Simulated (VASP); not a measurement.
# Cu (I4/mmm) in VASP: further runs

Cu is run at these levels: PBEsol; tasks: single point.

Everything below comes from runs of VASP 6.6.1. Logs are shortened: lines on timing, memory, paths and dates and some standing lists are left out, and cuts for length are marked.

### Step 1. The cell of the first run

The structure is tetragonal, space group I4/mmm (No. 139). The conventional cell has a = 2.886 Å, b = 2.886 Å, c = 2.752 Å, α = 90.00°, β = 90.00°, γ = 90.00°. Within 3.2 Å of Cu (site symmetry 4/mmm) lie 14 Cu at 2.46 to 2.89 Å.

### Step 2. Single point, PBEsol

Input file INCAR:

```
PREC     = Accurate       # precision mode
ENCUT    = 520            # plane-wave cutoff, eV
EDIFF    = 1E-6           # SCF threshold, eV
ISMEAR   = 0              # smearing method
SIGMA    = 0.1            # smearing width, eV
LREAL    = False          # projectors in reciprocal space
LASPH    = True           # aspherical terms in the spheres
NELM     = 100            # most SCF steps
ALGO     = Fast           # electronic algorithm
ISIF     = 2              # what is computed and relaxed
LWAVE    = False          # write WAVECAR
LCHARG   = False          # write CHGCAR
GGA      = PS             # functional
NBANDS   = 12             # bands
```

Input file KPOINTS:

```
regular mesh
0
Gamma
  6 6 6
```

Input file POSCAR:

```
Cu
1.0
   -1.4427933200      1.4427933200      1.3760814500
    1.4427933200     -1.4427933200      1.3760814500
    1.4427933200      1.4427933200     -1.3760814500
Cu
1
Direct
    0.0000000000      0.0000000000      0.0000000000
```

Potentials or basis: VASP PAW PBE potentials, release 64 (Cu).

Launch:

```console
cat potpaw_PBE.64/Cu/POTCAR > POTCAR
mpirun -np 1 vasp_std > vasp.out
```

OUTCAR:

```text
PREC = Accurate
   ENCUT = 520
   EDIFF = 1E-6
   ISMEAR = 0
   LREAL = False
   LASPH = True
   NELM = 100
   ISIF = 2
   GGA = PS

 ion  position               nearest neighbor table
   1  0.000  0.000  0.000-

  LATTYP: Found a body centered tetragonal cell.
 ALAT       =     2.8855866400
 C/A-ratio  =     0.9537620052

  Lattice vectors:

 A1 = (  -1.4427933200,   1.4427933200,   1.3760814500)
 A2 = (   1.4427933200,  -1.4427933200,   1.3760814500)
 A3 = (   1.4427933200,   1.4427933200,  -1.3760814500)

Analysis of symmetry for initial positions (statically):
=====================================================================
 Subroutine PRICEL returns:
 Original cell was already a primitive cell.

 Routine SETGRP: Setting up the symmetry group for a
 body centered tetragonal supercell.

 Subroutine GETGRP returns: Found 16 space group operations
 (whereof 16 operations were pure point group operations)
 out of a pool of 16 trial point group operations.

The static configuration has the point symmetry D_4h.

Analysis of symmetry for dynamics (positions and initial velocities):
=====================================================================
 Subroutine PRICEL returns:
 Original cell was already a primitive cell.

 Routine SETGRP: Setting up the symmetry group for a
 body centered tetragonal supercell.

 Subroutine GETGRP returns: Found 16 space group operations
 (whereof 16 operations were pure point group operations)
 out of a pool of 16 trial point group operations.

The dynamic configuration has the point symmetry D_4h.

 Subroutine INISYM returns: Found 16 space group operations
 (whereof 16 operations are pure point group operations),
 and found     1 'primitive' translations

----------------------------------------------------------------------------------------

                                     Primitive cell

  volume of cell :      11.4581

  direct lattice vectors                    reciprocal lattice vectors
    -1.442793320  1.442793320  1.376081450     0.000000000  0.346549983  0.363350585
     1.442793320 -1.442793320  1.376081450     0.346549983  0.000000000  0.363350585
     1.442793320  1.442793320 -1.376081450     0.346549983  0.346549983  0.000000000

  length of vectors
     2.461078074  2.461078074  2.461078074     0.502116060  0.502116060  0.490095685

  position of ions in fractional coordinates (direct lattice)
     0.000000000  0.000000000  0.000000000

  ion indices of the primitive-cell ions
   primitive index   ion index
                 1           1

----------------------------------------------------------------------------------------

 KPOINTS: regular mesh

Automatic generation of k-mesh.
 Grid dimensions read from file:
 generate k-points for:    6    6    6

 Generating k-lattice:

  Cartesian coordinates                     Fractional coordinates (reciprocal lattice)
     0.000000000  0.057758330  0.060558431     0.166666667 -0.000000000  0.000000000
     0.057758330  0.000000000  0.060558431    -0.000000000  0.166666667  0.000000000
     0.057758330  0.057758330  0.000000000     0.000000000  0.000000000  0.166666667

  Length of vectors
     0.083686010  0.083686010  0.081682614

  Shift w.r.t. Gamma in fractional coordinates (k-lattice)
     0.000000000  0.000000000  0.000000000

 Subroutine IBZKPT returns following result:
 ===========================================

 Found     30 irreducible k-points:

 Following reciprocal coordinates:
            Coordinates               Weight
  0.000000  0.000000  0.000000      1.000000
  0.166667 -0.000000  0.000000      8.000000
  0.333333  0.000000  0.000000      8.000000
  0.500000 -0.000000  0.000000      4.000000
  0.166667  0.166667  0.000000      8.000000
  0.333333  0.166667  0.000000     16.000000
[... 16 lines left out ...]
 -0.333333 -0.333333  0.166667      8.000000
 -0.166667 -0.333333  0.166667      8.000000
 [... further k-points ...]
   k-points           NKPTS =     30   k-points in BZ     NKDIM =     30   number of bands    NBANDS=     12
   number of dos      NEDOS =    301   number of ions     NIONS =      1
   total plane-waves  NPLWV =   5832
   dimension x,y,z NGX =    18 NGY =   18 NGZ =   18
   dimension x,y,z NGXF=    36 NGYF=   36 NGZF=   36
   ions per type =               1
   NGX,Y,Z   is equivalent  to a cutoff of  12.16, 12.16, 12.16 a.u.
   NGXF,Y,Z  is equivalent  to a cutoff of  24.32, 24.32, 24.32 a.u.
 SYSTEM =  unknown system
   PREC   = accura    normal or accurate (medium, high low for compatibility)
   ISTART =      0    job   : 0-new  1-cont  2-samecut
   ICHARG =      2    charge: 1-file 2-atom 10-const
   ISPIN  =      1    spin polarized calculation?
   LNONCOLLINEAR =      F non collinear calculations
   LSORBIT =      F    spin-orbit coupling
   LASPH  =      T    aspherical Exc in radial PAW
   ENCUT  =  520.0 eV  38.22 Ry    6.18 a.u.   4.58  4.58  4.58*2*pi/ulx,y,z
   NELM   =    100;   NELMIN=  2; NELMDL= -5     # of ELM steps
   EDIFF  = 0.1E-05   stopping-criterion for ELM
   LREAL  =      F    real-space projection
   EDIFFG = 0.1E-04   stopping-criterion for IOM
   NSW    =      0    number of steps for IOM
   IBRION =     -1    ionic relax: 0-MD 1-quasi-New 2-CG
   NFREE  =      0    steps in history (QN), initial steepest desc. (CG)
   ISIF   =      2    stress and relaxation
   ISYM   =      2    0-nonsym 1-usesym 2-fastsym
   POTIM  = 0.5000    time-step for ionic-motion
   TEBEG  =    0.0;   TEEND  =   0.0 temperature during run
   PSTRESS=    0.0 pullay stress
   NELECT =      11.0000    total number of electrons
   NUPDOWN=      -1.0000    fix difference up-down
   EMIN   =  10.00;   EMAX   =-10.00  energy-range for DOS
   EFERMI =   0.00;   METHOD = LEGACY
   ISMEAR =     0;   SIGMA  =   0.10  broadening in eV -4-tet -1-fermi 0-gaus
   EFERMI_NEDOS =   21; number of points for ismear=-14 and -15
   IALGO  =     68    algorithm
   IMIX   =      4    mixing-type and parameters
     AMIX     =   0.40;   BMIX     =  1.00
     AMIX_MAG =   1.60;   BMIX_MAG =  1.00
  volume/ion in A,a.u.               =      11.46        77.32
  Fermi-wavevector in a.u.,A,eV,Ry     =   1.614984  3.051878 35.486359  2.608174
  Thomas-Fermi vector in A             =   2.709805
   LORBIT       =      0    0 simple, 1 ext, 2 COOP (PROOUT), +10 PAW based schemes
   GGA     = PS    functional components
   LHFCALC =     F    Hartree Fock is set to
   AEXX    =    0.0000 exact exchange contribution
   IVDW    =     0    specifies the selected vdW correction
   LEPSILON=     F    determine dielectric tensor
   LRPA    =     F    only Hartree local field effects (RPA)
 non-spin polarized calculation
 RMM-DIIS sequential band-by-band and
 Gauss-broadening in eV      SIGMA  =   0.10
  energy-cutoff  :      520.00
  volume of cell :       11.46
 maximum number of plane-waves:       321
   NGX =  9   NGY =  9   NGZ =  9

 number of electron      10.9999998 magnetization

 Free energy of the ion-electron system (eV)
  ---------------------------------------------------
  ext. energy  EPLUGINS =         0.00000000
  ---------------------------------------------------
  free energy    TOTEN  =        -4.20249316 eV

  energy without entropy =       -4.19465054  energy(sigma->0) =       -4.19857185

 E-fermi :   7.9104     XC(G=0): -13.0905

 val. band max:        7.8799962104   @ k =   0.5000   0.3333   0.0000
 cond. band min:       7.9535638442   @ k =   0.5000   0.1667   0.0000
 fundamental gap:      0.0735676338
 Fermi energy:         7.9104106629

 k-point     1 :       0.0000    0.0000    0.0000
  band No.  band energies     occupation
      1      -1.8376      2.00000
      2       4.4244      2.00000
      3       4.6238      2.00000
      4       4.6238      2.00000
      5       5.5023      2.00000
      6       5.7101      2.00000
      7      32.6347      0.00000
      8      32.6347      0.00000
      9      33.8846      0.00000
     10      36.6588      0.00000
     11      36.6660      0.00000
     12      36.7017      0.00000

 k-point     2 :       0.1667   -0.0000    0.0000
  band No.  band energies     occupation
      1      -0.7514      2.00000
      2       4.3106      2.00000
      3       4.5690      2.00000
      4       4.9442      2.00000
      5       5.4978      2.00000
      6       5.6239      2.00000
      7      26.4064      0.00000
      8      29.9572      0.00000
      9      30.6081      0.00000
     10      31.7099      0.00000
     11      33.6507      0.00000
     12      36.4420      0.00000

 k-point     3 :       0.3333    0.0000    0.0000
  band No.  band energies     occupation
      1       1.7817      2.00000
      2       3.9215      2.00000
      3       4.8121      2.00000
      4       5.5575      2.00000
      5       5.7133      2.00000
      6       5.8572      2.00000
      7      17.7481      0.00000
      8      26.4116      0.00000
      9      26.8474      0.00000
     10      29.6238      0.00000
     11      32.4100      0.00000
     12      39.9052      0.00000
[... 286 lines left out ...]
 k-point    23 :      -0.3333   -0.3333    0.1667
  band No.  band energies     occupation
      1       3.5684      2.00000
      2       3.7119      2.00000
      3       4.4369      2.00000
      4       5.4266      2.00000
      5       6.0589      2.00000
      6      10.3063      0.00000
      7      15.5676      0.00000
      8      16.0510      0.00000
      9      27.0397      0.00000
     10      27.8169      0.00000
     11      33.9614      0.00000
     12      37.6215      0.00000

 k-point    24 :      -0.1667   -0.3333    0.1667
  band No.  band energies     occupation
      1       2.5794      2.00000
      2       4.3019      2.00000
      3       4.3549      2.00000
      4       5.1766      2.00000
      5       5.7663      2.00000
      6       6.7860      2.00000
      7      18.2128      0.00000
      8      22.8586      0.00000
      9      24.6000      0.00000
     10      29.4928      0.00000
     11      34.8728      0.00000
     12      37.0369      0.00000

 [... further k-points ...]

------------------------ aborting loop because EDIFF is reached ----------------------------------------

  FORCE on cell =-STRESS in cart. coord.  units (eV):
  Direction    XX          YY          ZZ          XY          YZ          ZX
  --------------------------------------------------------------------------------------
  -------------------------------------------------------------------------------------
  Total        0.0245040      0.0245040     -0.0543031      0.0000000     -0.0000000      0.0000000
  in kB        3.4263754      3.4263754     -7.5931717      0.0000000     -0.0000000      0.0000000
  external PRESSURE =      -0.2468070 kB  Pullay stress =       0.0000000 kB

 VOLUME and BASIS-vectors are now :
 -----------------------------------------------------------------------------
  energy-cutoff  :      520.00
  volume of cell :       11.46
      direct lattice vectors                 reciprocal lattice vectors
    -1.442793320  1.442793320  1.376081450     0.000000000  0.346549983  0.363350585
     1.442793320 -1.442793320  1.376081450     0.346549983  0.000000000  0.363350585
     1.442793320  1.442793320 -1.376081450     0.346549983  0.346549983  0.000000000

 POSITION                                       TOTAL-FORCE (eV/Angst)
 -----------------------------------------------------------------------------------
      0.00000      0.00000      0.00000         0.000000     -0.000000      0.000000
 -----------------------------------------------------------------------------------
    total drift:                                0.000000      0.000000      0.000000

  FREE ENERGIE OF THE ION-ELECTRON SYSTEM (eV)
  ---------------------------------------------------
  free  energy   TOTEN  =        -4.2024931627 eV

  energy  without entropy=       -4.1946505404  energy(sigma->0) =       -4.19857185
```

Run time: 5 s. Hardware: 1 thread of Intel Xeon Platinum 8559C (Emerald Rapids), shared host; peak memory 0.11 GiB.

Results:

| Item | Value |
| --- | --- |
| Free energy | -4.2025 eV |
| Pressure | 0.0 GPa |

Stress tensor (GPa, compression positive):
```
 0.34  0.00  0.00
 0.00  0.34  0.00
 0.00  0.00 -0.76
```

Levels at points of the mesh, in eV from the Fermi level:
| k point | band 3 | band 4 | band 5 | band 6 | band 7 | band 8 | band 9 | band 10 |
| --- | --- | --- | --- | --- | --- | --- | --- | --- |
| (0.00, 0.00, 0.00) | -3.29 | -3.29 | -2.41 | -2.20 | 24.72 | 24.72 | 25.97 | 28.75 |
| (0.50, 0.00, 0.00) | -2.32 | -2.10 | -1.53 | -0.70 | 4.54 | 17.19 | 17.29 | 21.19 |
| (0.50, 0.50, 0.00) | -2.48 | -2.23 | -1.55 | -1.07 | 4.01 | 18.45 | 18.72 | 22.36 |
| (0.50, 0.50, 0.50) | -1.72 | -1.72 | -1.68 | 7.56 | 7.56 | 9.40 | 13.21 | 13.84 |

Caveat: the k points lie up to 0.53 Å⁻¹ apart; the PAW data sets were made with another functional, which shifts forces and pressure a little.

### Step 3. Single point, PBEsol

Input file INCAR:

```
SYSTEM = Cu
PREC = Accurate
ENCUT = 520
EDIFF = 1E-7
ISMEAR = 0
SIGMA = 0.1
LREAL = .FALSE.
LASPH = .TRUE.
NELM = 100
ALGO = Normal
ISIF = 2
LWAVE = .FALSE.
LCHARG = .TRUE.
GGA = PS
LELF = .TRUE.
LVHAR = .TRUE.
NBANDS = 12
```

Input file KPOINTS:

```
Automatic mesh
0
G
  10 10 10
  0 0 0
```

POSCAR is that of step 2.

Potentials or basis: VASP PAW PBE potentials, release 64 (Cu).

Launch:

```console
cat potpaw_PBE.64/Cu/POTCAR > POTCAR
mpirun -np 1 vasp_std > vasp.out
```

Wall time 7.5 s (1 thread of Intel Xeon Platinum 8559C (Emerald Rapids), shared host); peak memory 0.12 GiB.

The run converged. Its results:

```yaml
Free_energy: -4.2508 eV
Pressure: -0.7 GPa
```

Stress tensor (GPa, compression positive):
```
-0.25  0.00  0.00
 0.00 -0.25  0.00
 0.00  0.00 -1.68
```

Levels at points of the mesh, in eV from the Fermi level:
| k point | band 4 | band 5 | band 6 | band 7 | band 8 | band 9 |
| --- | --- | --- | --- | --- | --- | --- |
| (0.00, 0.00, 0.00) | -3.16 | -2.28 | -2.07 | 24.84 | 24.84 | 26.08 |
| (0.50, 0.00, 0.00) | -1.97 | -1.40 | -0.59 | 4.66 | 17.31 | 17.41 |
| (0.50, 0.50, 0.00) | -2.11 | -1.43 | -0.96 | 4.13 | 18.56 | 18.83 |
| (0.50, 0.50, 0.50) | -1.60 | -1.55 | 7.67 | 7.67 | 9.52 | 13.32 |

Caveat: the PAW data sets were made with another functional, which shifts forces and pressure a little.

(Continued in part 2 of 2.)
